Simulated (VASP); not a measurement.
AgI, 2 atoms in the cell. It takes space group F-43m (No. 216, cubic). The conventional cell has a = 6.450 Å, b = 6.450 Å, c = 6.450 Å, α = 90.00°, β = 90.00°, γ = 90.00°. Within 3.7 Å of Ag (site symmetry -43m) lie 4 I at 2.79 Å. I (site symmetry -43m) has 4 Ag at 2.79 Å within 3.7 Å. 

```yaml
Program: VASP 6.6.1
Task: relaxation of cell and atoms
Functional: PBEsol
Potentials_or_basis: VASP PAW PBE potentials, release 64 (Ag, I)
Cutoff: 500 eV
k_mesh: 6 × 6 × 6
Occupations: gaussian, width 0.01 eV
Spin: no spin polarisation
Target_pressure: 15 GPa
Dipole_correction: no
Further_INCAR_settings: ALGO = Normal; EDIFF = 1e-07; IBRION = 2; EDIFFG = -0.002; NSW = 100; ISIF = 3
```

Potentials or basis: VASP PAW PBE potentials, release 64 (Ag, I).

Launch:

```console
$ cat potpaw_PBE.64/Ag/POTCAR potpaw_PBE.64/I/POTCAR > POTCAR
$ mpirun -np 1 vasp_std > vasp.out
```

Hardware: 1 thread of Intel Xeon 6975P-C, with other jobs on the host.

Estimate the wall time of this run.

Wall time 86 s on 1 thread of Intel Xeon 6975P-C, with other jobs on the host, peak memory 0.22 GiB. Counts: scf iterations 68, k points 16, ion steps 7.
